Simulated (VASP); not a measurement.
# InRh (Pm-3m) in VASP: further runs

The runs below take InRh through single point, relaxation of cell and atoms, with LDA.

All numbers are computed with VASP 6.6.1; they aren't measurements. Logs are shortened: lines on timing, memory, paths and dates and some standing lists are left out, and cuts for length are marked.

### 1 The cell of the first run

Symmetry: Pm-3m, No. 221, cubic system. Conventional cell: a = 3.161 Å, b = 3.161 Å, c = 3.161 Å, α = 90.00°, β = 90.00°, γ = 90.00°. Within 3.6 Å of In (site symmetry m-3m) lie 8 Rh at 2.74 Å and 6 In at 3.16 Å. Within 3.6 Å of Rh (site symmetry m-3m) lie 8 In at 2.74 Å and 6 Rh at 3.16 Å.

### 2 Single point, LDA

INCAR reads:

```
SYSTEM = InRh
PREC = Accurate
ENCUT = 520
EDIFF = 1E-7
ISMEAR = 0
SIGMA = 0.1
LREAL = .False.
LASPH = .True.
NELM = 100
ALGO = Normal
ISIF = 2
LWAVE = .False.
LCHARG = .False.
GGA = CA
NBANDS = 21
```

KPOINTS reads:

```
regular mesh
0
Gamma
  14 14 14
  0 0 0
```

POSCAR reads:

```
InRh
1.0
    3.1605285806      0.0000000000      0.0000000000
    0.0000000000      3.1605285806      0.0000000000
    0.0000000000      0.0000000000      3.1605285806
In Rh
1 1
Direct
    0.5000000000      0.5000000000      0.5000000000
    0.0000000000      0.0000000000      0.0000000000
```

Potentials or basis: VASP PAW LDA potentials, release 64 (In_d, Rh_pv).

Started as:

```bash
$ cat potpaw_LDA.64/In_d/POTCAR potpaw_LDA.64/Rh_pv/POTCAR > POTCAR
$ mpirun -np 1 vasp_std > vasp.out
```

OUTCAR:

```text
SYSTEM = InRh
   PREC = Accurate
   ENCUT = 520
   EDIFF = 1E-7
   ISMEAR = 0
   LREAL = .False.
   LASPH = .True.
   NELM = 100
   ISIF = 2
   GGA = CA

 ion  position               nearest neighbor table
   1  0.500  0.500  0.500-   2 2.74   2 2.74   2 2.74   2 2.74   2 2.74   2 2.74   2 2.74   2 2.74

   2  0.000  0.000  0.000-   1 2.74   1 2.74   1 2.74   1 2.74   1 2.74   1 2.74   1 2.74   1 2.74

  LATTYP: Found a simple cubic cell.
 ALAT       =     3.1605285806

  Lattice vectors:

 A1 = (   3.1605285806,   0.0000000000,   0.0000000000)
 A2 = (   0.0000000000,   3.1605285806,   0.0000000000)
 A3 = (   0.0000000000,   0.0000000000,   3.1605285806)

Analysis of symmetry for initial positions (statically):
=====================================================================
 Subroutine PRICEL returns:
 Original cell was already a primitive cell.

 Routine SETGRP: Setting up the symmetry group for a
 simple cubic supercell.

 Subroutine GETGRP returns: Found 48 space group operations
 (whereof 48 operations were pure point group operations)
 out of a pool of 48 trial point group operations.

The static configuration has the point symmetry O_h .

Analysis of symmetry for dynamics (positions and initial velocities):
=====================================================================
 Subroutine PRICEL returns:
 Original cell was already a primitive cell.

 Routine SETGRP: Setting up the symmetry group for a
 simple cubic supercell.

 Subroutine GETGRP returns: Found 48 space group operations
 (whereof 48 operations were pure point group operations)
 out of a pool of 48 trial point group operations.

The dynamic configuration has the point symmetry O_h .

 Subroutine INISYM returns: Found 48 space group operations
 (whereof 48 operations are pure point group operations),
 and found     1 'primitive' translations

----------------------------------------------------------------------------------------

                                     Primitive cell

  volume of cell :      31.5703

  direct lattice vectors                    reciprocal lattice vectors
     3.160528581  0.000000000  0.000000000     0.316402771  0.000000000  0.000000000
     0.000000000  3.160528581  0.000000000     0.000000000  0.316402771  0.000000000
     0.000000000  0.000000000  3.160528581     0.000000000  0.000000000  0.316402771

  length of vectors
     3.160528581  3.160528581  3.160528581     0.316402771  0.316402771  0.316402771

  position of ions in fractional coordinates (direct lattice)
     0.500000000  0.500000000  0.500000000
     0.000000000  0.000000000  0.000000000

  ion indices of the primitive-cell ions
   primitive index   ion index
                 1           1
                 2           2

----------------------------------------------------------------------------------------

 KPOINTS: regular mesh

Automatic generation of k-mesh.
 Grid dimensions read from file:
 generate k-points for:   14   14   14

 Generating k-lattice:

  Cartesian coordinates                     Fractional coordinates (reciprocal lattice)
     0.022600198  0.000000000  0.000000000     0.071428571  0.000000000  0.000000000
     0.000000000  0.022600198  0.000000000     0.000000000  0.071428571  0.000000000
     0.000000000  0.000000000  0.022600198     0.000000000  0.000000000  0.071428571

  Length of vectors
     0.022600198  0.022600198  0.022600198

  Shift w.r.t. Gamma in fractional coordinates (k-lattice)
     0.000000000  0.000000000  0.000000000

 Subroutine IBZKPT returns following result:
 ===========================================

 Found    120 irreducible k-points:

 Following reciprocal coordinates:
            Coordinates               Weight
  0.000000  0.000000  0.000000      1.000000
  0.071429  0.000000  0.000000      6.000000
  0.142857  0.000000  0.000000      6.000000
  0.214286  0.000000  0.000000      6.000000
  0.285714  0.000000  0.000000      6.000000
  0.357143  0.000000  0.000000      6.000000
[... 16 lines left out ...]
  0.285714  0.214286  0.000000     24.000000
  0.357143  0.214286  0.000000     24.000000
 [... further k-points ...]
   k-points           NKPTS =    120   k-points in BZ     NKDIM =    120   number of bands    NBANDS=     21
   number of dos      NEDOS =    301   number of ions     NIONS =      2
   total plane-waves  NPLWV =  13824
   dimension x,y,z NGX =    24 NGY =   24 NGZ =   24
   dimension x,y,z NGXF=    48 NGYF=   48 NGZF=   48
   ions per type =               1   1
   NGX,Y,Z   is equivalent  to a cutoff of  12.62, 12.62, 12.62 a.u.
   NGXF,Y,Z  is equivalent  to a cutoff of  25.25, 25.25, 25.25 a.u.
 SYSTEM =  InRh
   PREC   = accura    normal or accurate (medium, high low for compatibility)
   ISTART =      0    job   : 0-new  1-cont  2-samecut
   ICHARG =      2    charge: 1-file 2-atom 10-const
   ISPIN  =      1    spin polarized calculation?
   LNONCOLLINEAR =      F non collinear calculations
   LSORBIT =      F    spin-orbit coupling
   LASPH  =      T    aspherical Exc in radial PAW
   ENCUT  =  520.0 eV  38.22 Ry    6.18 a.u.   5.88  5.88  5.88*2*pi/ulx,y,z
   NELM   =    100;   NELMIN=  2; NELMDL= -5     # of ELM steps
   EDIFF  = 0.1E-06   stopping-criterion for ELM
   LREAL  =      F    real-space projection
   EDIFFG = 0.1E-05   stopping-criterion for IOM
   NSW    =      0    number of steps for IOM
   IBRION =     -1    ionic relax: 0-MD 1-quasi-New 2-CG
   NFREE  =      0    steps in history (QN), initial steepest desc. (CG)
   ISIF   =      2    stress and relaxation
   ISYM   =      2    0-nonsym 1-usesym 2-fastsym
   POTIM  = 0.5000    time-step for ionic-motion
   TEBEG  =    0.0;   TEEND  =   0.0 temperature during run
   PSTRESS=    0.0 pullay stress
   NELECT =      28.0000    total number of electrons
   NUPDOWN=      -1.0000    fix difference up-down
   EMIN   =  10.00;   EMAX   =-10.00  energy-range for DOS
   EFERMI =   0.00;   METHOD = LEGACY
   ISMEAR =     0;   SIGMA  =   0.10  broadening in eV -4-tet -1-fermi 0-gaus
   EFERMI_NEDOS =   21; number of points for ismear=-14 and -15
   IALGO  =     38    algorithm
   IMIX   =      4    mixing-type and parameters
     AMIX     =   0.40;   BMIX     =  1.00
     AMIX_MAG =   1.60;   BMIX_MAG =  1.00
  volume/ion in A,a.u.               =      15.79       106.52
  Fermi-wavevector in a.u.,A,eV,Ry     =   1.572900  2.972350 33.661011  2.474014
  Thomas-Fermi vector in A             =   2.674265
   LORBIT       =      0    0 simple, 1 ext, 2 COOP (PROOUT), +10 PAW based schemes
   GGA     = CA    functional components
   LHFCALC =     F    Hartree Fock is set to
   AEXX    =    0.0000 exact exchange contribution
   IVDW    =     0    specifies the selected vdW correction
   LEPSILON=     F    determine dielectric tensor
   LRPA    =     F    only Hartree local field effects (RPA)
 non-spin polarized calculation
 Gauss-broadening in eV      SIGMA  =   0.10
  energy-cutoff  :      520.00
  volume of cell :       31.57
 maximum number of plane-waves:       876
 NGX is ok and might be reduce to    24
   NGX = 11   NGY = 11   NGZ = 11

 number of electron      28.0000003 magnetization

 Free energy of the ion-electron system (eV)
  ---------------------------------------------------
  ext. energy  EPLUGINS =         0.00000000
  ---------------------------------------------------
  free energy    TOTEN  =       -12.80221225 eV

  energy without entropy =      -12.79579476  energy(sigma->0) =      -12.79900350

 E-fermi :  11.9346     XC(G=0): -13.2974

 val. band max:       11.9207644817   @ k =   0.5000   0.2143   0.0000
 cond. band min:      11.9472960612   @ k =   0.5000   0.1429   0.0000
 fundamental gap:      0.0265315795
 Fermi energy:        11.9345555413

 k-point     1 :       0.0000    0.0000    0.0000
  band No.  band energies     occupation
      1     -34.0662      2.00000
      2     -34.0662      2.00000
      3     -34.0662      2.00000
      4      -3.1308      2.00000
      5      -3.1308      2.00000
      6      -2.5711      2.00000
[... 13 lines left out ...]
     20      24.0478      0.00000
     21      28.0482      0.00000

 k-point     2 :       0.0714    0.0000    0.0000
  band No.  band energies     occupation
      1     -34.0702      2.00000
      2     -34.0659      2.00000
      3     -34.0659      2.00000
      4      -3.1262      2.00000
      5      -3.1070      2.00000
      6      -2.5777      2.00000
[... 13 lines left out ...]
     20      24.4779      0.00000
     21      28.0068      0.00000

 k-point     3 :       0.1429    0.0000    0.0000
  band No.  band energies     occupation
      1     -34.0812      2.00000
      2     -34.0652      2.00000
      3     -34.0652      2.00000
      4      -3.1132      2.00000
      5      -3.0404      2.00000
      6      -2.5962      2.00000
[... 13 lines left out ...]
     20      25.9986      0.00000
     21      27.9031      0.00000

 k-point     4 :       0.2143    0.0000    0.0000
  band No.  band energies     occupation
      1     -34.0972      2.00000
      2     -34.0641      2.00000
      3     -34.0641      2.00000
      4      -3.0944      2.00000
      5      -2.9446      2.00000
      6      -2.6227      2.00000
[... 13 lines left out ...]
     20      27.7959      0.00000
     21      28.1065      0.00000

 k-point     5 :       0.2857    0.0000    0.0000
  band No.  band energies     occupation
      1     -34.1149      2.00000
      2     -34.0629      2.00000
      3     -34.0629      2.00000
      4      -3.0734      2.00000
      5      -2.8388      2.00000
      6      -2.6519      2.00000
[... 13 lines left out ...]
     20      27.5664      0.00000
     21      27.5677      0.00000
[... 382 lines left out ...]
     20      24.2717      0.00000
     21      25.8886      0.00000

 k-point    22 :       0.2143    0.2143    0.0000
  band No.  band energies     occupation
      1     -34.0955      2.00000
      2     -34.0933      2.00000
      3     -34.0617      2.00000
      4      -3.0019      2.00000
      5      -2.8214      2.00000
      6      -2.7163      2.00000
[... 13 lines left out ...]
     20      26.3583      0.00000
     21      27.7406      0.00000

 k-point    23 :       0.2857    0.2143    0.0000
  band No.  band energies     occupation
      1     -34.1117      2.00000
      2     -34.0927      2.00000
      3     -34.0603      2.00000
      4      -2.9761      2.00000
      5      -2.7671      2.00000
      6      -2.7241      2.00000
[... 13 lines left out ...]
     20      26.0635      0.00000
     21      28.0221      0.00000

 k-point    24 :       0.3571    0.2143    0.0000
  band No.  band energies     occupation
      1     -34.1272      2.00000
      2     -34.0913      2.00000
      3     -34.0591      2.00000
      4      -2.9581      2.00000
      5      -2.8115      2.00000
      6      -2.7029      2.00000
[... 13 lines left out ...]
     20      25.7065      0.00000
     21      26.6734      0.00000

 [... further k-points ...]

------------------------ aborting loop because EDIFF is reached ----------------------------------------

  FORCE on cell =-STRESS in cart. coord.  units (eV):
  Direction    XX          YY          ZZ          XY          YZ          ZX
  --------------------------------------------------------------------------------------
  -------------------------------------------------------------------------------------
  Total        0.1332695      0.1332695      0.1332695      0.0000000      0.0000000     -0.0000000
  in kB        6.7633557      6.7633557      6.7633557      0.0000000      0.0000000     -0.0000000
  external PRESSURE =       6.7633557 kB  Pullay stress =       0.0000000 kB

 VOLUME and BASIS-vectors are now :
 -----------------------------------------------------------------------------
  energy-cutoff  :      520.00
  volume of cell :       31.57
      direct lattice vectors                 reciprocal lattice vectors
     3.160528581  0.000000000  0.000000000     0.316402771  0.000000000  0.000000000
     0.000000000  3.160528581  0.000000000     0.000000000  0.316402771  0.000000000
     0.000000000  0.000000000  3.160528581     0.000000000  0.000000000  0.316402771

 POSITION                                       TOTAL-FORCE (eV/Angst)
 -----------------------------------------------------------------------------------
      1.58026      1.58026      1.58026         0.000000      0.000000      0.000000
      0.00000      0.00000      0.00000         0.000000      0.000000      0.000000
 -----------------------------------------------------------------------------------
    total drift:                                0.000000      0.000000     -0.000000

  FREE ENERGIE OF THE ION-ELECTRON SYSTEM (eV)
  ---------------------------------------------------
  free  energy   TOTEN  =       -12.8022122459 eV

  energy  without entropy=      -12.7957947624  energy(sigma->0) =      -12.79900350
```

Run time: 42 s. Hardware: 1 thread of Intel Xeon Platinum 8259CL at 2.50GHz (Skylake/Cascade Lake), shared host; peak memory 0.19 GiB.

What came out:

| Item | Value |
| --- | --- |
| Free energy | -12.8022 eV |
| Pressure | 0.7 GPa |
| Band gap on the k mesh | zero (band 14 reaches 13.48 eV, above the bottom of band 15 at 11.37 eV) |

Caveat: spin-orbit coupling is left out, which moves the levels of the heavy elements.

### 3 Relaxation of cell and atoms, LDA

This run uses another cell than the first one, of 16.96 Å³/atom, 1.074 times its volume.

INCAR reads:

```
PREC = Accurate
ENCUT = 600
EDIFF = 1E-6
ISMEAR = 0
SIGMA = 0.1
LREAL = F
LASPH = T
NELM = 100
ALGO = Normal
ISIF = 3
LWAVE = F
LCHARG = F
GGA = CA
IBRION = 2
NSW = 70
EDIFFG = -0.005
```

KPOINTS reads:

```
regular mesh
0
Gamma
  14 14 14
```

POSCAR reads:

```
InRh
1.0
    3.2370333809      0.0000000000      0.0000000000
    0.0000000000      3.2370333809      0.0000000000
    0.0000000000      0.0000000000      3.2370333809
In Rh
1 1
Direct
    0.5000000000      0.5000000000      0.5000000000
    0.0000000000      0.0000000000      0.0000000000
```

Potentials or basis: VASP PAW LDA potentials, release 64 (In_d, Rh_pv).

Started as:

```bash
$ cat potpaw_LDA.64/In_d/POTCAR potpaw_LDA.64/Rh_pv/POTCAR > POTCAR
$ mpirun -np 1 vasp_std > vasp.out
```

It took 5.7 min on 1 thread of Intel Xeon Platinum 8259CL at 2.50GHz (Skylake/Cascade Lake), shared host; peak memory 0.23 GiB.

Results (log left out):

```
Free energy                            : -12.8038 eV
Relaxed volume                         : 15.85 Å³/atom
Relaxed cell                           : a = 3.165 Å, b = 3.165 Å, c = 3.165 Å, α = 90.00°, β = 90.00°, γ = 90.00°
Space group after relaxing (to 0.05 Å) : Pm-3m (No. 221)
Energy gained by relaxing              : 40.5 meV/atom
Ionic steps                            : 7
Pressure after relaxing                : 0.0 GPa
Band gap on the k mesh                 : zero (band 14 reaches 13.40 eV, above the bottom of band 15 at 11.30 eV)
```

The path:
```
step  energy change (eV)  largest force (eV/Å)  pressure (GPa)  volume (Å³)
   1              0.0000                0.0000          -10.87        33.92
   2              0.1418                0.0000           25.47        28.58
   3             -0.0809                0.0000           -0.13        31.75
   4             -0.0810                0.0000           -0.07        31.71
   5             -0.0810                0.0000            0.24        31.66
   6             -0.0809                0.0000           -0.51        31.75
   7             -0.0810                0.0000            0.03        31.70
```

Final structure:
```cif
data_structure
_symmetry_space_group_name_H-M 'P 1'
_symmetry_Int_Tables_number 1
_cell_length_a 3.1647
_cell_length_b 3.1647
_cell_length_c 3.1647
_cell_angle_alpha 90.000
_cell_angle_beta 90.000
_cell_angle_gamma 90.000
_cell_volume 31.70
loop_
_atom_site_label
_atom_site_type_symbol
_atom_site_fract_x
_atom_site_fract_y
_atom_site_fract_z
_atom_site_occupancy
In1 In 0.50000 0.50000 0.50000 1
Rh1 Rh 0.00000 0.00000 0.00000 1
```

Levels at points of the mesh, in eV from the Fermi level:
```tsv
k point	band 10	band 11	band 12	band 13	band 14	band 15	band 16	band 17	band 18
(0.00, 0.00, 0.00)	-3.55	-3.55	-1.28	-1.28	-1.28	4.57	4.57	4.57	11.27
(0.50, 0.00, 0.00)	-6.41	-3.59	-2.77	-2.77	-1.42	0.02	10.33	10.99	10.99
(0.50, 0.50, 0.00)	-3.14	-2.46	-2.46	-1.86	-1.86	-0.56	3.06	3.75	10.06
(0.50, 0.50, 0.50)	-5.01	-5.01	-0.50	-0.50	0.24	4.39	4.39	4.39	5.83
```

Caveat: spin-orbit coupling is left out, which moves the levels of the heavy elements.

### 4 Relaxation of cell and atoms, LDA

This run uses another cell than the first one, of 16.96 Å³/atom, 1.074 times its volume.

INCAR reads:

```
PREC = Accurate
ENCUT = 530
EDIFF = 1E-7
ISMEAR = 0
SIGMA = 0.1
LREAL = F
LASPH = T
NELM = 120
ALGO = Normal
ISIF = 3
LWAVE = F
LCHARG = F
GGA = CA
IBRION = 2
NSW = 70
EDIFFG = -0.005
GGA_COMPAT = F
NELMIN = 4
```

KPOINTS is that of step 3.

POSCAR is that of step 3.

Potentials or basis: VASP PAW LDA potentials, release 64 (In_d, Rh_sv_GW).

Started as:

```bash
$ cat potpaw_LDA.64/In_d/POTCAR potpaw_LDA.64/Rh_sv_GW/POTCAR > POTCAR
$ mpirun -np 1 vasp_std > vasp.out
```

Run time: 2.6 min. Hardware: 1 thread of Intel Xeon Platinum 8488C (Sapphire Rapids), shared host; peak memory 0.23 GiB.

Results (log left out):

* Free energy: -11.9590 eV
* Relaxed volume: 15.76 Å³/atom
* Relaxed cell: a = 3.159 Å, b = 3.159 Å, c = 3.159 Å, α = 90.00°, β = 90.00°, γ = 90.00°
* Space group after relaxing (to 0.05 Å): Pm-3m (No. 221)
* Energy gained by relaxing: 48.3 meV/atom
* Ionic steps: 7
* Pressure after relaxing: 0.0 GPa
* Band gap on the k mesh: zero (band 15 reaches 13.02 eV, above the bottom of band 16 at 10.91 eV)

The path:
```
step  energy change (eV)  largest force (eV/Å)  pressure (GPa)  volume (Å³)
   1              0.0000                0.0000          -12.01        33.92
   2              0.2019                0.0000           30.85        28.05
   3             -0.0965                0.0000           -0.50        31.61
   4             -0.0966                0.0000           -0.08        31.54
   5             -0.0966                0.0000            0.21        31.49
   6             -0.0966                0.0000           -0.32        31.58
   7             -0.0966                0.0000            0.00        31.53
```

Final structure:
```xyz
2
Lattice="3.1591 0.0000 0.0000 0.0000 3.1591 0.0000 0.0000 0.0000 3.1591" Properties=species:S:1:pos:R:3 pbc="T T T"
In    1.5796    1.5796    1.5796
Rh    0.0000    0.0000    0.0000
```

Levels at points of the mesh, in eV from the Fermi level:
```tsv
k point	band 13	band 14	band 15	band 16	band 17	band 18
(0.00, 0.00, 0.00)	-1.29	-1.29	-1.29	4.58	4.58	4.58
(0.50, 0.00, 0.00)	-2.79	-2.79	-1.43	0.02	10.33	11.04
(0.50, 0.50, 0.00)	-2.48	-1.87	-1.87	-0.57	3.10	3.78
(0.50, 0.50, 0.50)	-0.50	-0.50	0.27	4.40	4.40	4.40
```

Caveat: spin-orbit coupling is left out, which moves the levels of the heavy elements. Zero-point motion and thermal expansion aren't in these numbers.

### 5 Summary

| task | potentials or basis | cell | cutoff (eV) | second run | gap on the mesh (eV) | pressure (GPa) | relaxed volume (Å³/atom) |
| --- | --- | --- | --- | --- | --- | --- | --- |
| single point | VASP PAW LDA potentials, release 64 (In_d, Rh_pv) | a = 3.161 Å, 2 atoms | 520 | - | none | 0.7 | - |
| relaxation of cell and atoms | VASP PAW LDA potentials, release 64 (In_d, Rh_pv) | relaxed from a = 3.237 Å, 2 atoms | 600 | - | none | 0.0 | 15.85 |
| relaxation of cell and atoms | VASP PAW LDA potentials, release 64 (In_d, Rh_sv_GW) | relaxed from a = 3.237 Å, 2 atoms | 530 | valence_matched | none | 0.0 | 15.76 |

Alike in all rows: level LDA; no spin polarisation; k mesh 14 × 14 × 14; smearing gaussian 0.1 eV.

Caveats: spin-orbit coupling is left out, which moves the levels of the heavy elements.

Total energies depend on the potentials used, so only differences within one code and one set of settings carry meaning.
